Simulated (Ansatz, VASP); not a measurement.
## Two plane-wave programs on CaZn

```
Ca Zn
1.0
     3.91817    0.00000    0.00000
    -1.95909    3.39323    0.00000
     0.00000    0.00000    4.33063
Ca Zn
1 1
Direct
  0.00000 0.00000 0.00000
  0.66667 0.33333 0.50000
```

Alike in both runs: task single point; functional LDA; k mesh 15 × 15 × 12; occupations gaussian, width 0.15 eV; no spin polarisation.

```csv
,VASP,Ansatz
version,VASP 6.6.1,Ansatz 0.2.0
potentials or method,"VASP PAW LDA potentials, release 64 (Ca_sv, Zn), cutoff 520 eV","scalar-relativistic, plane waves, PAW"
valence electrons in the cell,22,22
```

|  | VASP | Ansatz | Ansatz less VASP |
| --- | --- | --- | --- |
| gap on the k mesh at the Fermi level (eV) | none | none | - |
| pressure (GPa) | -3.3 | -3.3 | -0.07 |
| traceless stress, the component that is largest in VASP (GPa) | -0.89 | -0.92 | -0.022 |

LDA's correlation is that of Perdew and Zunger in VASP and of Perdew and Wang (1992) in Ansatz. A gap of «none» marks a metal or a gap that the smearing closes.
